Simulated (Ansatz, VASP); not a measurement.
**One calculation of Ba, two programs**

```
Ba
1.0
    -2.57500    2.57500    2.53750
     2.57500   -2.57500    2.53750
     2.57500    2.57500   -2.53750
Ba
1
Direct
  0.00000 0.00000 0.00000
```

Change from the starting cell: strain +0.030 along x and y, +0.015 along z, atoms carried along.

Alike in both runs: task single point; functional PBE; k mesh 14 × 14 × 14; occupations gaussian, width 0.15 eV; no spin polarisation.

|  | VASP | Ansatz |
| --- | --- | --- |
| version | VASP 6.6.1 | Ansatz 0.2.0 |
| potentials or method | VASP PAW PBE potentials, release 64 (Ba_sv), cutoff 520 eV | scalar-relativistic, plane waves, PAW |
| valence electrons in the cell | 10 | 10 |

Ansatz gave:

| Quantity | Value |
| --- | --- |
| gap on the k mesh at the Fermi level (eV) | none |
| pressure (GPa) | -0.5 |

Question: What did VASP give for the same quantities?

Answer: gap on the k mesh at the Fermi level (eV): none; pressure (GPa): -0.4.

A gap of «none» marks a metal or a gap that the smearing closes. With one functional, cell and mesh, what is left measures potentials, basis and numerics.

Neither program's run includes spin-orbit coupling.
